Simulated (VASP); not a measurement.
A run of VASP 6.6.1 is set up as follows.

File INCAR:

```
SYSTEM = CaO
PREC = Accurate
ENCUT = 520
EDIFF = 1E-6
ISMEAR = 0
SIGMA = 0.02
LREAL = Auto
LASPH = .True.
NELM = 80
ALGO = Normal
ISIF = 2
LWAVE = .False.
LCHARG = .False.
GGA = PE
NBANDS = 78
```

The input KPOINTS:

```
Automatic mesh
0
Gamma
  9 9 2
  0 0 0
```

File POSCAR:

```
CaO
1.0
    3.3751387113      0.0000000000      0.0000000000
   -1.6875693556      2.9229558653      0.0000000000
    0.0000000000      0.0000000000     22.8744560856
Ca O
8 8
Direct
    0.0000000000      0.0000000000     -0.0023742527
    0.3333333333      0.6666666667      0.1226336065
    0.0000000000      0.0000000000      0.2500000000
    0.3333333333      0.6666666667      0.3773663935
    0.0000000000      0.0000000000      0.5023742527
    0.6666666667      0.3333333333      0.6250585503
    0.3333333333      0.6666666667      0.7500000000
    0.6666666667      0.3333333333      0.8749414497
    0.6666666667      0.3333333333      0.0588400946
    0.6666666667      0.3333333333      0.1862777254
    0.6666666667      0.3333333333      0.3137222746
    0.6666666667      0.3333333333      0.4411599054
    0.3333333333      0.6666666667      0.5637160234
    0.0000000000      0.0000000000      0.6862801780
    0.0000000000      0.0000000000      0.8137198220
    0.3333333333      0.6666666667      0.9362839766
```

Potentials or basis: VASP PAW PBE potentials, release 64 (Ca_sv, O).

Launch:

```sh
$ cat potpaw_PBE.64/Ca_sv/POTCAR potpaw_PBE.64/O/POTCAR > POTCAR
$ mpirun -np 1 vasp_std > vasp.out
```

Q: What does it give for the band gap on the k mesh?

A: 3.40 eV (least direct gap 3.69 eV).

Q: Predict the pressure.

A: 0.6 GPa.

Q: Estimate the largest force.

A: 0.007 eV/Å.

Forces on the atoms (eV/Å):
```
Ca   0.000  0.000  0.000
Ca   0.000  0.000  0.000
Ca   0.000  0.000  0.000
Ca   0.000  0.000  0.000
Ca   0.000  0.000  0.000
Ca   0.000  0.000  0.001
Ca   0.000  0.000  0.000
Ca   0.000  0.000 -0.001
O    0.000  0.000  0.007
O    0.000  0.000  0.002
O    0.000  0.000 -0.002
O    0.000  0.000 -0.007
O    0.000  0.000 -0.001
O    0.000  0.000  0.007
O    0.000  0.000 -0.007
O    0.000  0.000  0.001
```

A k mesh can miss the band edges.
